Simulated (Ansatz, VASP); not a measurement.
## One calculation of MgO, two programs

File INCAR:

```
SYSTEM = MgO
ALGO = Normal
EDIFF = 1E-6
ENCUT = 520
GGA = PS
ISIF = 2
ISMEAR = -1
LASPH = .True.
LCHARG = .False.
LREAL = .False.
LWAVE = .False.
NBANDS = 16
NELM = 60
PREC = Accurate
SIGMA = 0.05
```

Contents of KPOINTS:

```
k-points
0
Gamma
  9 9 6
  0 0 0
```

POSCAR

```
MgO
1.0
    3.3513154912      0.0000000000      0.0000000000
   -1.6756577457      2.9023243515      0.0000000000
    0.0000000000      0.0000000000      5.0484534221
Mg O
2 2
Direct
    0.6666666667      0.3333333333      0.5021597400
    0.3333333333      0.6666666667      0.0021597400
    0.6666666667      0.3333333333      0.9024402600
    0.3333333333      0.6666666667      0.4024402600
```

File input.yaml:

```yaml
crystal:
  lattice:
    - [3.3513154912, 0.0, 0.0]
    - [-1.6756577457, 2.9023243515, 0.0]
    - [0.0, 0.0, 5.0484534221]
  atoms:
    - { symbol: Mg, position: [0.6666666667, 0.3333333333, 0.50215974] }
    - { symbol: Mg, position: [0.3333333333, 0.6666666667, 0.00215974] }
    - { symbol: O, position: [0.6666666667, 0.3333333333, 0.90244026] }
    - { symbol: O, position: [0.3333333333, 0.6666666667, 0.40244026] }
kpoints:
  mp_grid: { grid: [9, 9, 6] }
scf:
  occupations: { method: fermi_dirac, width: 0.05 }
hamiltonian:
  xc: pbesol
  pseudopotentials: { kind: all_electron, lapw: { basis_error: 0.002 } }
output:
  forces: true
  stress: true
  eigenvalues: true
```

Change from the starting cell: volume scaled by 1.04.

Alike in both runs: task single point; functional PBEsol; k mesh 9 × 9 × 6; occupations fermi-dirac, width 0.05 eV; no spin polarisation.

|  | VASP | Ansatz |
| --- | --- | --- |
| version | VASP 6.6.1 | Ansatz 0.2.0 |
| potentials or method | VASP PAW PBE potentials, release 64 (Mg, O), cutoff 520 eV | all-electron LAPW, scalar-relativistic |

VASP gave:

```
gap on the k mesh at the Fermi level (eV)                     : 3.14
least direct gap on the mesh (eV)                             : 3.14
pressure (GPa)                                                : -4.4
traceless stress, the component that is largest in VASP (GPa) : 0.50
rms of the force components (eV/Å)                            : 0.026
```

Estimate Ansatz's values.

gap on the k mesh at the Fermi level (eV): 3.14; least direct gap on the mesh (eV): 3.14; pressure (GPa): -4.1; traceless stress, the component that is largest in VASP (GPa): 0.48; rms of the force components (eV/Å): 0.025.

VASP's potentials were made for PBE, not for PBEsol. Atom by atom the forces differ by 0.001 eV/Å (rms over components). Ansatz ran all-electron here, and VASP with PAW potentials.
